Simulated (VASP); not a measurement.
Set up this calculation in VASP 6.6.1, as the native input.

| Property | Result |
| --- | --- |
| Task | single point |
| Functional | LDA |
| Potentials or basis | VASP PAW LDA potentials, release 64 (Tl_d, Cl) |
| Cutoff | 500 eV |
| k mesh | 6 × 6 × 6 |
| Occupations | gaussian, width 0.01 eV |
| Spin | non-collinear spin, zero start, spin-orbit coupling |
| Starting moments | [[0.0, 0.0, 0.0], [0.0, 0.0, 0.0]] μB |
| Dipole correction | no |
| Further INCAR settings | ALGO = Normal; EDIFF = 1e-06; NBANDS = 32 |

The structure of TlCl lies in POSCAR:

```
TlCl
1.0
    3.6754218021      0.0000000000      0.0000000000
    0.0000000000      3.6754218021      0.0000000000
    0.0000000000      0.0000000000      3.6754218021
Tl Cl
1 1
Direct
    0.0000000000      0.0000000000      0.0000000000
    0.5000000000      0.5000000000      0.5000000000
```

The input as run:

INCAR

```
SYSTEM = TlCl
ALGO = Normal
EDIFF = 1E-6
ENCUT = 500
GGA_COMPAT = .FALSE.
ISIF = 2
ISMEAR = 0
LASPH = .TRUE.
LCHARG = .FALSE.
LORBIT = 11
LORBMOM = .TRUE.
LREAL = .FALSE.
LSORBIT = .TRUE.
LWAVE = .FALSE.
MAGMOM = 0 0 0 0 0 0
NBANDS = 32
NELM = 200
PREC = Accurate
SIGMA = 0.01
```

KPOINTS

```
k-points
0
G
  6 6 6
  0 0 0
```

Potentials or basis: VASP PAW LDA potentials, release 64 (Tl_d, Cl).

The run is started by

```sh
$ cat potpaw_LDA.64/Tl_d/POTCAR potpaw_LDA.64/Cl/POTCAR > POTCAR
$ mpirun -np 1 vasp_ncl > vasp.out
```

It gave:

```json
{"Pressure": "0.4 GPa", "Net moment": "0.00 μB per cell", "Valence electrons inside the program's atomic spheres": "Tl 11.14; Cl 5.07"}
```

Run time: 26 s on 1 thread of Intel(R) Xeon(R) 6975P-C (Granite Rapids) (shared host), peak memory 0.22 GiB.
